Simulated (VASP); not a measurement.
Here is a VASP 6.6.1 calculation.

Contents of INCAR:

```
SYSTEM = Ni3Pt
PREC = Accurate
ENCUT = 520
EDIFF = 1E-7
ISMEAR = -1
SIGMA = 0.05
LREAL = .False.
LASPH = .True.
NELM = 150
ALGO = Normal
ISIF = 2
LWAVE = .False.
LCHARG = .False.
ISPIN = 2
MAGMOM = 1.5 1.5 1.5 0.6
LORBIT = 11
LMAXMIX = 4
NBANDS = 32
```

The input KPOINTS:

```
regular mesh
0
Gamma
  9 9 9
  0 0 0
```

The input POSCAR:

```
Ni3Pt
1.0
    3.6245667900      0.0000000000      0.0000000000
    0.0000000000      3.6245667900      0.0000000000
    0.0000000000      0.0000000000      3.6245667900
Ni Pt
3 1
Direct
    0.5000000000      0.0000000000      0.5000000000
    0.0000000000      0.5000000000      0.5000000000
    0.5000000000      0.5000000000      0.0000000000
    0.0000000000      0.0000000000      0.0000000000
```

Potentials or basis: VASP PAW LDA potentials, release 64 (Ni, Pt).

Run with:

```sh
$ cat potpaw_LDA.64/Ni/POTCAR potpaw_LDA.64/Pt/POTCAR > POTCAR
$ mpirun -np 1 vasp_std > vasp.out
```

Estimate the net moment.

2.17 μB per cell.

Estimate the site moments.

Ni +0.62; Pt +0.30 μB.

Estimate the pressure.

-11.5 GPa.

Caveat: the cell stands under tension.
